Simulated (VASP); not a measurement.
Au: single point with PBE

Au:

```xyz
2
Lattice="1.4582 -2.5259 0.0000 1.4582 2.5259 0.0000 0.0000 0.0000 4.8893" Properties=species:S:1:pos:R:3 pbc="T T T"
Au    1.4582   -0.8418    1.2223
Au    1.4582    0.8418    3.6670
```

* Program: VASP 6.6.1
* Task: single point
* Functional: PBE
* Potentials or basis: VASP PAW PBE potentials, release 64 (Au)
* Cutoff: 520 eV
* k mesh: 16 × 16 × 10
* Occupations: fermi-dirac, width 0.15 eV
* Spin: no spin polarisation

```json
{
  "Pressure": "-0.2 GPa",
  "Band gap on the k mesh": "zero (band 11 reaches 12.13 eV, above the bottom of band 12 at 6.01 eV)"
}
```

Levels at points of the mesh, in eV from the Fermi level:
```tsv
k point	band 8	band 9	band 10	band 11	band 12	band 13	band 14	band 15
(0.00, 0.00, 0.00)	-3.39	-3.38	-2.14	-2.13	-0.86	2.45	14.61	15.71
(0.50, 0.00, 0.00)	-1.92	-1.85	-1.69	0.37	1.45	5.64	6.99	7.13
(0.50, 0.50, 0.00)	-1.92	-1.85	-1.69	0.37	1.45	5.64	6.99	7.13
(0.00, 0.00, 0.50)	-4.33	-2.56	-2.56	-2.56	-2.56	10.32	10.32	14.88
(0.50, 0.00, 0.50)	-2.32	-1.75	-1.75	0.59	0.59	3.69	3.69	13.02
(0.50, 0.50, 0.50)	-2.32	-1.75	-1.75	0.59	0.59	3.69	3.69	13.02
```

It took 4.4 min on 1 thread of Intel(R) Xeon(R) Platinum 8259CL CPU @ 2.50GHz (Skylake/Cascade Lake), with other jobs on the host, peak memory 0.34 GiB.

Caveat: spin-orbit coupling is left out, which moves the levels of the heavy elements.
